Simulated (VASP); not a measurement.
# BP (sol) (I-4m2) in VASP: further runs

The runs below take BP (sol) through single point, with PBEsol.

Program: VASP 6.6.1. These are calculated values, not measurements. Logs are shortened: lines on timing, memory, paths and dates and some standing lists are left out, and cuts for length are marked.

## Step 1: The cell of the first run

The structure is tetragonal, space group I-4m2 (No. 119). The conventional cell has a = 3.164 Å, b = 3.164 Å, c = 4.533 Å, α = 90.00°, β = 90.00°, γ = 90.00°. Within 2.6 Å of B (site symmetry -4m2) lie 4 P at 1.95 Å. P (site symmetry -4m2) has 4 B at 1.95 Å within 2.6 Å.

## Step 2: Single point, PBEsol (strained cell)

Contents of INCAR:

```
ALGO = Normal ; EDIFF = 1E-6
ENCUT = 500 ; GGA = PS
GGA_COMPAT = False ; ISIF = 2
ISMEAR = 0 ; LASPH = True
LCHARG = False ; LREAL = False
LWAVE = False ; NBANDS = 11
NELM = 120 ; PREC = Accurate
SIGMA = 0.02
```

Contents of KPOINTS:

```
k-points
0
Gamma
  10 10 10
```

Contents of POSCAR:

```
BP
1.0
    0.0000000000      2.2375332127      2.2662813426
    2.2375332127      0.0000000000      2.2662813426
    2.2375332127      2.2375332127      0.0000000000
B P
1 1
Direct
    0.0000000000      0.0000000000      0.0000000000
    0.2500000000      0.2500000000      0.2500000000
```

Potentials or basis: VASP PAW PBE potentials, release 64 (B, P).

Started as:

```bash
$ cat potpaw_PBE.64/B/POTCAR potpaw_PBE.64/P/POTCAR > POTCAR
$ mpirun -np 1 vasp_std > vasp.out
```

OUTCAR:

```text
EDIFF = 1E-6
   ENCUT = 500
   GGA = PS
   ISIF = 2
   ISMEAR = 0
   LASPH = True
   LREAL = False
   NELM = 120
   PREC = Accurate

 ion  position               nearest neighbor table
   1  0.000  0.000  0.000-   2 1.95   2 1.95   2 1.95   2 1.95
   2  0.250  0.250  0.250-   1 1.95   1 1.95   1 1.95   1 1.95

  LATTYP: Found a body centered tetragonal cell.
 ALAT       =     3.1643498157
 C/A-ratio  =     1.4323835698

  Lattice vectors:

 A1 = (  -2.2375332127,   0.0000000000,   2.2662813426)
 A2 = (   2.2375332127,   0.0000000000,   2.2662813426)
 A3 = (   0.0000000000,   2.2375332127,  -2.2662813426)

Analysis of symmetry for initial positions (statically):
=====================================================================
 Subroutine PRICEL returns:
 Original cell was already a primitive cell.

 Routine SETGRP: Setting up the symmetry group for a
 body centered tetragonal supercell.

 Subroutine GETGRP returns: Found  8 space group operations
 (whereof  8 operations were pure point group operations)
 out of a pool of 16 trial point group operations.

The static configuration has the point symmetry D_2d.

Analysis of symmetry for dynamics (positions and initial velocities):
=====================================================================
 Subroutine PRICEL returns:
 Original cell was already a primitive cell.

 Routine SETGRP: Setting up the symmetry group for a
 body centered tetragonal supercell.

 Subroutine GETGRP returns: Found  8 space group operations
 (whereof  8 operations were pure point group operations)
 out of a pool of 16 trial point group operations.

The dynamic configuration has the point symmetry D_2d.

 Subroutine INISYM returns: Found  8 space group operations
 (whereof  8 operations are pure point group operations),
 and found     1 'primitive' translations

----------------------------------------------------------------------------------------

                                     Primitive cell

  volume of cell :      22.6925

  direct lattice vectors                    reciprocal lattice vectors
     0.000000000  2.237533213  2.266281343    -0.223460370  0.223460370  0.220625741
     2.237533213  0.000000000  2.266281343     0.223460370 -0.223460370  0.220625741
     2.237533213  2.237533213  0.000000000     0.223460370  0.223460370 -0.220625741

  length of vectors
     3.184742690  3.184742690  3.164349816     0.385415090  0.385415090  0.385415090

  position of ions in fractional coordinates (direct lattice)
     0.000000000  0.000000000  0.000000000
     0.250000000  0.250000000  0.250000000

  ion indices of the primitive-cell ions
   primitive index   ion index
                 1           1
                 2           2

----------------------------------------------------------------------------------------

 KPOINTS: k-points

Automatic generation of k-mesh.
 Grid dimensions read from file:
 generate k-points for:   10   10   10

 Generating k-lattice:

  Cartesian coordinates                     Fractional coordinates (reciprocal lattice)
    -0.022346037  0.022346037  0.022062574     0.100000000 -0.000000000  0.000000000
     0.022346037 -0.022346037  0.022062574    -0.000000000  0.100000000  0.000000000
     0.022346037  0.022346037 -0.022062574     0.000000000  0.000000000  0.100000000

  Length of vectors
     0.038541509  0.038541509  0.038541509

  Shift w.r.t. Gamma in fractional coordinates (k-lattice)
     0.000000000  0.000000000  0.000000000

 Subroutine IBZKPT returns following result:
 ===========================================

 Found    102 irreducible k-points:

 Following reciprocal coordinates:
            Coordinates               Weight
  0.000000  0.000000  0.000000      1.000000
  0.100000  0.000000  0.000000      8.000000
  0.200000  0.000000  0.000000      8.000000
  0.300000  0.000000  0.000000      8.000000
  0.400000  0.000000  0.000000      8.000000
  0.500000  0.000000  0.000000      4.000000
[... 16 lines left out ...]
  0.300000  0.300000  0.000000      2.000000
  0.400000  0.300000  0.000000      8.000000
 [... further k-points ...]
   k-points           NKPTS =    102   k-points in BZ     NKDIM =    102   number of bands    NBANDS=     11
   number of dos      NEDOS =    301   number of ions     NIONS =      2
   total plane-waves  NPLWV =  13824
   dimension x,y,z NGX =    24 NGY =   24 NGZ =   24
   dimension x,y,z NGXF=    48 NGYF=   48 NGZF=   48
   ions per type =               1   1
   NGX,Y,Z   is equivalent  to a cutoff of  12.53, 12.53, 12.61 a.u.
   NGXF,Y,Z  is equivalent  to a cutoff of  25.06, 25.06, 25.22 a.u.
 SYSTEM =  unknown system
   PREC   = accura    normal or accurate (medium, high low for compatibility)
   ISTART =      0    job   : 0-new  1-cont  2-samecut
   ICHARG =      2    charge: 1-file 2-atom 10-const
   ISPIN  =      1    spin polarized calculation?
   LNONCOLLINEAR =      F non collinear calculations
   LSORBIT =      F    spin-orbit coupling
   LASPH  =      T    aspherical Exc in radial PAW
   ENCUT  =  500.0 eV  36.75 Ry    6.06 a.u.   5.81  5.81  5.77*2*pi/ulx,y,z
   NELM   =    120;   NELMIN=  2; NELMDL= -5     # of ELM steps
   EDIFF  = 0.1E-05   stopping-criterion for ELM
   LREAL  =      F    real-space projection
   EDIFFG = 0.1E-04   stopping-criterion for IOM
   NSW    =      0    number of steps for IOM
   IBRION =     -1    ionic relax: 0-MD 1-quasi-New 2-CG
   NFREE  =      0    steps in history (QN), initial steepest desc. (CG)
   ISIF   =      2    stress and relaxation
   ISYM   =      2    0-nonsym 1-usesym 2-fastsym
   POTIM  = 0.5000    time-step for ionic-motion
   TEBEG  =    0.0;   TEEND  =   0.0 temperature during run
   PSTRESS=    0.0 pullay stress
   NELECT =       8.0000    total number of electrons
   NUPDOWN=      -1.0000    fix difference up-down
   EMIN   =  10.00;   EMAX   =-10.00  energy-range for DOS
   EFERMI =   0.00;   METHOD = LEGACY
   ISMEAR =     0;   SIGMA  =   0.02  broadening in eV -4-tet -1-fermi 0-gaus
   EFERMI_NEDOS =   21; number of points for ismear=-14 and -15
   IALGO  =     38    algorithm
   IMIX   =      4    mixing-type and parameters
     AMIX     =   0.40;   BMIX     =  1.00
     AMIX_MAG =   1.60;   BMIX_MAG =  1.00
  volume/ion in A,a.u.               =      11.35        76.57
  Fermi-wavevector in a.u.,A,eV,Ry     =   1.156495  2.185459 18.197541  1.337482
  Thomas-Fermi vector in A             =   2.293115
   LORBIT       =      0    0 simple, 1 ext, 2 COOP (PROOUT), +10 PAW based schemes
   GGA     = PS    functional components
   LHFCALC =     F    Hartree Fock is set to
   AEXX    =    0.0000 exact exchange contribution
   IVDW    =     0    specifies the selected vdW correction
   LEPSILON=     F    determine dielectric tensor
   LRPA    =     F    only Hartree local field effects (RPA)
 non-spin polarized calculation
 Gauss-broadening in eV      SIGMA  =   0.02
  energy-cutoff  :      500.00
  volume of cell :       22.69
 maximum number of plane-waves:       588
   NGX = 11   NGY = 11   NGZ = 11

 number of electron       8.0000001 magnetization

 Free energy of the ion-electron system (eV)
  ---------------------------------------------------
  ext. energy  EPLUGINS =         0.00000000
  ---------------------------------------------------
  free energy    TOTEN  =       -13.66706192 eV

  energy without entropy =      -13.66706192  energy(sigma->0) =      -13.66706192

 E-fermi :   7.8751     XC(G=0): -11.1690

 val. band max:        7.7968084274   @ k =   0.0000   0.0000   0.0000
 cond. band min:       8.7919666277   @ k =   0.4000   0.0000   0.4000
 fundamental gap:      0.9951582003
 Fermi energy:         7.8750987227

 k-point     1 :       0.0000    0.0000    0.0000
  band No.  band energies     occupation
      1      -8.0070      2.00000
      2       7.6681      2.00000
      3       7.7968      2.00000
      4       7.7968      2.00000
      5      11.1328      0.00000
      6      11.1328      0.00000
      7      11.2024      0.00000
      8      15.5384      0.00000
      9      19.1993      0.00000
     10      19.7830      0.00000
     11      20.1364      0.00000

 k-point     2 :       0.1000    0.0000    0.0000
  band No.  band energies     occupation
      1      -7.8219      2.00000
      2       6.4163      2.00000
      3       7.4024      2.00000
      4       7.4953      2.00000
      5      11.5531      0.00000
      6      11.5589      0.00000
      7      11.6647      0.00000
      8      16.0254      0.00000
      9      19.0742      0.00000
     10      19.3667      0.00000
     11      19.7945      0.00000

 k-point     3 :       0.2000    0.0000    0.0000
  band No.  band energies     occupation
      1      -7.2730      2.00000
      2       4.0193      2.00000
      3       6.8136      2.00000
      4       6.9316      2.00000
      5      11.8450      0.00000
      6      12.3112      0.00000
      7      12.3246      0.00000
      8      17.0807      0.00000
      9      18.5054      0.00000
     10      18.6731      0.00000
     11      20.6939      0.00000

 k-point     4 :       0.3000    0.0000    0.0000
  band No.  band energies     occupation
      1      -6.3886      2.00000
      2       1.5980      2.00000
      3       6.3009      2.00000
      4       6.4450      2.00000
      5      11.7801      0.00000
      6      12.5921      0.00000
      7      12.6537      0.00000
      8      17.8031      0.00000
      9      19.1951      0.00000
     10      19.2077      0.00000
     11      21.0442      0.00000
[... 239 lines left out ...]
 k-point    22 :      -0.2000    0.2000    0.0000
  band No.  band energies     occupation
      1      -6.0742      2.00000
      2       2.3766      2.00000
      3       3.3603      2.00000
      4       6.5672      2.00000
      5      12.3386      0.00000
      6      13.1007      0.00000
      7      14.1206      0.00000
      8      16.1829      0.00000
      9      17.2485      0.00000
     10      21.5303      0.00000
     11      23.9189      0.00000

 k-point    23 :       0.3000    0.3000    0.0000
  band No.  band energies     occupation
      1      -5.8676      2.00000
      2       2.7884      2.00000
      3       4.4982      2.00000
      4       4.4982      2.00000
      5       9.2640      0.00000
      6      11.5483      0.00000
      7      16.7717      0.00000
      8      16.7717      0.00000
      9      21.0323      0.00000
     10      22.3961      0.00000
     11      24.3723      0.00000

 k-point    24 :       0.4000    0.3000    0.0000
  band No.  band energies     occupation
      1      -5.0252      2.00000
      2       1.4556      2.00000
      3       3.5903      2.00000
      4       4.2028      2.00000
      5       9.5509      0.00000
      6      11.3244      0.00000
      7      17.4051      0.00000
      8      17.4148      0.00000
      9      21.9242      0.00000
     10      23.2418      0.00000
     11      25.0104      0.00000

 [... further k-points ...]
[... 5 lines left out ...]
  --------------------------------------------------------------------------------------
  -------------------------------------------------------------------------------------
  Total        0.6094376      0.6094376      0.1143517      0.0000000      0.0000000      0.0000000
  in kB       43.0285810     43.0285810      8.0736574      0.0000000      0.0000000      0.0000000
  external PRESSURE =      31.3769398 kB  Pullay stress =       0.0000000 kB

 VOLUME and BASIS-vectors are now :
 -----------------------------------------------------------------------------
  energy-cutoff  :      500.00
  volume of cell :       22.69
      direct lattice vectors                 reciprocal lattice vectors
     0.000000000  2.237533213  2.266281343    -0.223460370  0.223460370  0.220625741
     2.237533213  0.000000000  2.266281343     0.223460370 -0.223460370  0.220625741
     2.237533213  2.237533213  0.000000000     0.223460370  0.223460370 -0.220625741

 POSITION                                       TOTAL-FORCE (eV/Angst)
 -----------------------------------------------------------------------------------
      0.00000      0.00000      0.00000        -0.000000     -0.000000      0.000000
      1.11877      1.11877      1.13314         0.000000      0.000000     -0.000000
 -----------------------------------------------------------------------------------
    total drift:                               -0.000000     -0.000000      0.000000

  FREE ENERGIE OF THE ION-ELECTRON SYSTEM (eV)
  ---------------------------------------------------
  free  energy   TOTEN  =       -13.6670619223 eV

  energy  without entropy=      -13.6670619223  energy(sigma->0) =      -13.66706192
```

Wall time 9.2 s (1 thread of Intel Xeon 6975P-C (Granite Rapids), shared host); peak memory 0.14 GiB.

Results:

```yaml
Free_energy: -13.6671 eV
Pressure: 3.1 GPa
Band_gap_on_the_k_mesh: 1.00 eV, indirect (least direct gap 3.34 eV)
```

Stress tensor (GPa, compression positive):
```
4.30 0.00 0.00
0.00 4.30 0.00
0.00 0.00 0.81
```

Levels at points of the mesh, in eV from the valence-band top:
```
           k point  band 1  band 2  band 3  band 4  band 5  band 6  band 7  band 8
(0.00, 0.00, 0.00)  -15.80   -0.13    0.00    0.00    3.34    3.34    3.41    7.74
(0.50, 0.00, 0.00)  -12.34   -9.35   -1.93   -1.76    3.83    4.59    4.69    9.99
(0.50, 0.50, 0.00)  -10.86   -8.87   -4.20   -4.20    1.22    1.57   12.33   12.33
(0.50, 0.00, 0.50)  -10.73   -8.75   -4.35   -4.33    1.08    1.39   12.17   12.46
```

Caveat: the cell differs from its parent crystal (strained cell); the PAW data sets were made with another functional, which shifts forces and pressure a little.

## Step 3: Single point, PBEsol (strained cell)

Contents of INCAR:

```
  PREC = Accurate
  ENCUT = 500
  EDIFF = 1E-6
  ISMEAR = 0
  SIGMA = 0.02
  LREAL = False
  LASPH = True
  NELM = 120
  ALGO = Normal
  ISIF = 2
  LWAVE = False
  LCHARG = False
  GGA = PS
  NBANDS = 11
  GGA_COMPAT = False
```

Contents of KPOINTS:

```
regular mesh
0
Gamma
  10 10 10
```

Contents of POSCAR:

```
BP
1.0
    0.0000000000      2.2375332127      2.2706314825
    2.2375332127      0.0000000000      2.2706314825
    2.2375332127      2.2375332127      0.0000000000
B P
1 1
Direct
    0.0000000000      0.0000000000      0.0000000000
    0.2500000000      0.2500000000      0.2500000000
```

Potentials or basis: VASP PAW PBE potentials, release 64 (B, P).

Started as:

```bash
$ cat potpaw_PBE.64/B/POTCAR potpaw_PBE.64/P/POTCAR > POTCAR
$ mpirun -np 1 vasp_std > vasp.out
```

It took 9.7 s on 1 thread of Intel Xeon 6975P-C (Granite Rapids), shared host; peak memory 0.14 GiB.

The run converged. Its results:

```
Free energy            : -13.6672 eV
Pressure               : 2.8 GPa
Band gap on the k mesh : 0.98 eV, indirect (least direct gap 3.32 eV)
```

Stress tensor (GPa, compression positive):
```
4.13 0.00 0.00
0.00 4.13 0.00
0.00 0.00 0.11
```

Levels at points of the mesh, in eV from the valence-band top:
```csv
k point,band 2,band 3,band 4,band 5,band 6,band 7
"(0.00, 0.00, 0.00)",-0.15,0.00,0.00,3.32,3.32,3.40
"(0.50, 0.00, 0.00)",-9.34,-1.95,-1.75,3.81,4.58,4.70
"(0.50, 0.50, 0.00)",-8.88,-4.19,-4.19,1.23,1.58,12.31
"(0.50, 0.00, 0.50)",-8.75,-4.36,-4.33,1.07,1.37,12.13
```

Caveat: the cell differs from its parent crystal (strained cell); the PAW data sets were made with another functional, which shifts forces and pressure a little.
